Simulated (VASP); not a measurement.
A run of VASP 6.6.1 is set up as follows.

INCAR

```
SYSTEM = BaTiO3
  ALGO = Normal
  EDIFF = 1E-6
  ENCUT = 520
  GGA = PE
  ISIF = 2
  ISMEAR = 0
  LASPH = .TRUE.
  LCHARG = .FALSE.
  LDAU = .TRUE.
  LDAUJ = 0 0 0
  LDAUL = -1 2 -1
  LDAUPRINT = 1
  LDAUTYPE = 2
  LDAUU = 0 4 0
  LMAXMIX = 4
  LREAL = .FALSE.
  LWAVE = .FALSE.
  NBANDS = 28
  NELM = 150
  PREC = Accurate
  SIGMA = 0.05
```

KPOINTS

```
k-points
0
G
  6 6 6
  0 0 0
```

Contents of POSCAR:

```
BaTiO3
1.0
    4.0082194746      0.0000000000      0.0000000000
    0.0000000000      2.8732814721      2.8859183788
    0.0000000000     -2.8732814721      2.8859183788
Ba Ti O
1 1 3
Direct
    0.0000000000      0.0080771845      0.0080771845
    0.5000000000      0.5204193478      0.5344224536
    0.0000000000      0.4916268390      0.4916268390
    0.5000000000      0.4938075372      0.9829991522
    0.5000000000      0.9829991522      0.4938075372
```

Potentials or basis: VASP PAW PBE potentials, release 64 (Ba_sv, Ti_sv, O).

The run is started by

```bash
$ cat potpaw_PBE.64/Ba_sv/POTCAR potpaw_PBE.64/Ti_sv/POTCAR potpaw_PBE.64/O/POTCAR > POTCAR
$ mpirun -np 1 vasp_std > vasp.out
```

Estimate the pressure.

4.8 GPa.

What does it give for the band gap on the k mesh?

2.58 eV (least direct gap 3.08 eV).

Estimate the largest force.

1.341 eV/Å.

Forces in eV/Å, atoms in the order of the input:
```
Ba   0.000 -0.149  0.114
Ti   0.000  0.550 -1.223
O    0.000 -0.068  0.086
O    0.000 -0.608  0.601
O    0.000  0.275  0.420
```

Caveat: the cell differs from its parent crystal (atom 2 (Ti) moved -0.060 Å towards its neighbour atom 4 (O) at 2.189 Å); the cell stands under pressure; spin-orbit coupling is left out, which moves the levels of the heavy elements; forces of over 1 eV/Å act on the atoms, so gaps and moduli don't describe the material at rest. A k mesh can miss the band edges.
